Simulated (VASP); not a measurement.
Na, 1 atom in the cell. Symmetry: Im-3m, No. 229, cubic system. The conventional cell has a = 4.197 Å, b = 4.197 Å, c = 4.197 Å, α = 90.00°, β = 90.00°, γ = 90.00°. Na (site symmetry m-3m) has 14 Na at 3.63 to 4.20 Å within 4.8 Å. 

```yaml
Program: VASP 6.6.1
Task: single point
Functional: PBE
Potentials_or_basis: VASP PAW PBE potentials, release 64 (Na_pv)
Cutoff: 520 eV
k_mesh: 11 × 11 × 11
Occupations: gaussian, width 0.1 eV
Spin: no spin polarisation
Dipole_correction: no
Further_INCAR_settings: ALGO = Normal; EDIFF = 1e-07; NBANDS = 10
```

Potentials or basis: VASP PAW PBE potentials, release 64 (Na_pv).

Command:

```console
$ cat potpaw_PBE.64/Na_pv/POTCAR > POTCAR
$ mpirun -np 1 vasp_std > vasp.out
```

Hardware: 1 thread of AMD EPYC 7R13 (shared host).

Task: Estimate the wall time of this run.

Result: It took 26 s on 1 thread of AMD EPYC 7R13 (shared host), peak memory 0.13 GiB. Counts: scf iterations 10, k points 56.
